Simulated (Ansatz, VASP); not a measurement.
**SiO2: VASP beside Ansatz**

```
Si O
1.0
     4.96400    0.00000    0.00000
     0.00000    4.96400    0.00000
     0.00000    0.00000    6.92000
Si O
4 8
Direct
  0.30000 0.30000 0.00000
  0.20000 0.80000 0.25000
  0.70000 0.70000 0.50000
  0.80000 0.20000 0.75000
  0.24500 0.10000 0.17500
  0.40000 0.74500 0.42500
  0.75500 0.90000 0.67500
  0.60000 0.25500 0.92500
  0.74500 0.40000 0.57500
  0.90000 0.75500 0.32500
  0.25500 0.60000 0.07500
  0.10000 0.24500 0.82500
```

Alike in both runs: task relaxation of the atoms; functional PBE; k mesh 5 × 5 × 4; occupations fermi-dirac, width 0.02 eV; no spin polarisation.

```csv
,VASP,Ansatz
version,VASP 6.6.1,Ansatz 0.2.0
potentials or method,"VASP PAW PBE potentials, release 64 (Si, O)","plane-wave PAW, scalar-relativistic"
plane-wave cutoff (eV),520,420
valence electrons in the cell,64,64
```

```csv
,VASP,Ansatz,Ansatz less VASP
"gap on the k mesh at the Fermi level, each at its own relaxed structure (eV)",5.62,5.63,+0.008
```

Ansatz's warnings: stress scf threshold loose.
